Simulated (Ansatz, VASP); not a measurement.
Two plane-wave programs on BeTe

File INCAR:

```
SYSTEM = BeTe
ALGO = Normal
EDIFF = 1E-6
EDIFFG = -0.01
ENCUT = 600
GGA = PE
IBRION = 2
ISIF = 3
ISMEAR = 0
LASPH = .TRUE.
LCHARG = .FALSE.
LREAL = Auto
LWAVE = .FALSE.
NELM = 100
NSW = 100
PREC = Accurate
SIGMA = 0.02
```

The input KPOINTS:

```
k-points
0
G
  4 4 4
  0 0 0
```

File POSCAR:

```
BeTe
1.0
    6.8349657000      0.0000000000      0.0000000000
    0.0000000000      8.0223187000      0.0000000000
    0.0000000000      0.0000000000      6.9660737000
Be Te
8 8
Direct
    0.8364080000      0.8672860000      0.5869350000
    0.6635920000      0.1327140000      0.0869350000
    0.1635920000      0.1327140000      0.4130650000
    0.3364080000      0.8672860000      0.9130650000
    0.1635920000      0.3672860000      0.9130650000
    0.3364080000      0.6327140000      0.4130650000
    0.6635920000      0.3672860000      0.5869350000
    0.8364080000      0.6327140000      0.0869350000
    0.6987940000      0.8666880000      0.9094550000
    0.8012060000      0.1333120000      0.4094550000
    0.1987940000      0.8666880000      0.5905450000
    0.3012060000      0.1333120000      0.0905450000
    0.3012060000      0.3666880000      0.5905450000
    0.1987940000      0.6333120000      0.0905450000
    0.6987940000      0.6333120000      0.4094550000
    0.8012060000      0.3666880000      0.9094550000
```

Input for Ansatz:

```yaml
crystal:
  lattice:
    - [6.8349657, 0.0, 0.0]
    - [0.0, 8.0223187, 0.0]
    - [0.0, 0.0, 6.9660737]
  atoms:
    - { symbol: Be, position: [0.836408, 0.867286, 0.586935] }
    - { symbol: Be, position: [0.663592, 0.132714, 0.086935] }
    - { symbol: Be, position: [0.163592, 0.132714, 0.413065] }
    - { symbol: Be, position: [0.336408, 0.867286, 0.913065] }
    - { symbol: Be, position: [0.163592, 0.367286, 0.913065] }
    - { symbol: Be, position: [0.336408, 0.632714, 0.413065] }
    - { symbol: Be, position: [0.663592, 0.367286, 0.586935] }
    - { symbol: Be, position: [0.836408, 0.632714, 0.086935] }
    - { symbol: Te, position: [0.698794, 0.866688, 0.909455] }
    - { symbol: Te, position: [0.801206, 0.133312, 0.409455] }
    - { symbol: Te, position: [0.198794, 0.866688, 0.590545] }
    - { symbol: Te, position: [0.301206, 0.133312, 0.090545] }
    - { symbol: Te, position: [0.301206, 0.366688, 0.590545] }
    - { symbol: Te, position: [0.198794, 0.633312, 0.090545] }
    - { symbol: Te, position: [0.698794, 0.633312, 0.409455] }
    - { symbol: Te, position: [0.801206, 0.366688, 0.909455] }
basis:
  ecutwfc: 420
kpoints:
  mp_grid: { grid: [4, 4, 4] }
hamiltonian:
  xc: pbe
scf:
  occupations: { method: gaussian, width: 0.02 }
output:
  forces: true
  stress: true
  eigenvalues: true
  write_density: true
  write_potential: true
  elf: true
  volumetric_format: npy
relax:
  adjacent_minimum: "off"
  f_tol: 0.01
  max_steps: 80
  cell: { stress_tol: 0.05 }
```

Alike in both runs: task relaxation of cell and atoms; functional PBE; k mesh 4 × 4 × 4; occupations gaussian, width 0.02 eV; no spin polarisation.

```csv
,VASP,Ansatz
version,VASP 6.6.1,Ansatz 0.2.0
potentials or method,"VASP PAW PBE potentials, release 64 (Be, Te), cutoff 600 eV","scalar-relativistic, plane waves, PAW"
valence electrons in the cell,64,144
```

|  | VASP | Ansatz | Ansatz less VASP |
| --- | --- | --- | --- |
| gap on the k mesh at the Fermi level, each at its own relaxed structure (eV) | 2.26 | 2.27 | +0.008 |
| relaxed volume (Å³/atom) | 23.94 | 23.87 | -0.067 |
| relaxed length of the cell vector where the two differ most in proportion (Å) | 6.974 | 6.966 | -0.0079 |

VASP's potentials hold 64 valence electrons a cell and Ansatz's 144, so a difference there can come from the potentials and not from the codes.

Neither program's run includes spin-orbit coupling.
